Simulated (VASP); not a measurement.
Runs of VASP 6.6.1 on S. The structure is that of space group P6_3/mmc (No. 194), or close to it. The cells are those of the table. 

```csv
task,cell,k mesh,cutoff (eV),gap on the mesh (eV),pressure (GPa),relaxed volume (Å³/atom)
relaxation of cell and atoms,"relaxed from a = 2.970, b = 2.970, c = 4.850 Å, angles 90.0, 90.0, 120.0°, 2 atoms",9 × 9 × 5,600,none,0.0,16.87
single point,"a = 3.351, b = 3.351, c = 3.511 Å, angles 90.0, 90.0, 120.0°, 2 atoms",8 × 8 × 6,520,none,-0.1,-
relaxation of cell and atoms,"relaxed from a = 3.319, b = 3.319, c = 3.546 Å, angles 90.0, 90.0, 120.0°, 2 atoms",8 × 8 × 6,600,none,0.0,(a)
single point,"a = 3.319, b = 3.319, c = 3.546 Å, angles 90.0, 90.0, 120.0°, 2 atoms",9 × 9 × 5,520,none,-0.1,-
```

Alike in all rows: level PBE; potentials or basis VASP PAW PBE potentials, release 64 (S); no spin polarisation; smearing fermi-dirac 0.05 eV.

Question: Estimate the missing entries.

Answer: (a) 17.06.

A gap of «none» marks levels without a gap at the run's occupations.
